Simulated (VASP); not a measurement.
**Pd: relaxation of the atoms with LDA**

Pd, a slab with vacuum:

```
Pd
1.0
     2.71546    0.00000    0.00000
     0.00000    2.71546    0.00000
     0.00000    0.00000   23.68050
Pd
5
Cartesian
  0.0000 0.0000 8.0000
  1.3577 1.3577 9.9201
  0.0000 0.0000 11.8402
  1.3577 1.3577 13.7604
  0.0000 0.0000 15.6805
```

```json
{
  "Program": "VASP 6.6.1",
  "Task": "relaxation of the atoms",
  "Functional": "LDA",
  "Potentials or basis": "VASP PAW LDA potentials, release 64 (Pd)",
  "Cutoff": "450 eV",
  "k mesh": "13 × 13 × 1",
  "Occupations": "fermi-dirac, width 0.05 eV",
  "Spin": "no spin polarisation",
  "Dipole correction": "yes",
  "Further INCAR settings": "ALGO = Normal; EDIFF = 1e-07; NELMDL = -8; IBRION = 2; EDIFFG = -0.01; NSW = 60"
}
```

| Property | Result |
| --- | --- |
| Energy gained by relaxing | 1.4 meV/atom |
| Ionic steps | 7 |
| Largest force after relaxing | 0.006 eV/Å |
| Band gap on the k mesh | zero (bands 25 and 26 overlap by 1.02 eV) |

Forces on the atoms (eV/Å):
```
Pd   0.000  0.000 -0.003
Pd   0.000  0.000  0.006
Pd   0.000  0.000  0.000
Pd   0.000  0.000 -0.006
Pd   0.000  0.000  0.003
```

Step by step:
```
step  energy change (eV)  largest force (eV/Å)  pressure (GPa)
   1              0.0000                0.1967           -2.22
   2             -0.0040                0.1020           -2.05
   3             -0.0047                0.0618           -1.94
   4             -0.0052                0.0533           -1.88
   5             -0.0064                0.0300           -1.69
   6             -0.0064                0.0234           -1.29
   7             -0.0068                0.0059           -1.49
```

Final structure:
```xyz
5
Lattice="2.7155 0.0000 0.0000 0.0000 2.7155 0.0000 0.0000 0.0000 23.6805" Properties=species:S:1:pos:R:3 pbc="T T T"
Pd    0.0000    0.0000    8.0393
Pd    1.3577    1.3577    9.9262
Pd    0.0000    0.0000   11.8402
Pd    1.3577    1.3577   13.7543
Pd    0.0000    0.0000   15.6412
```

Levels at points of the mesh, in eV from the Fermi level:
| k point | band 23 | band 24 | band 25 | band 26 | band 27 | band 28 |
| --- | --- | --- | --- | --- | --- | --- |
| (0.00, 0.00, 0.00) | -0.43 | -0.35 | -0.35 | -0.08 | 0.02 | 0.18 |

Wall time 10 min on 1 thread of Intel(R) Xeon(R) 6975P-C (Granite Rapids) (shared host), peak memory 0.24 GiB.
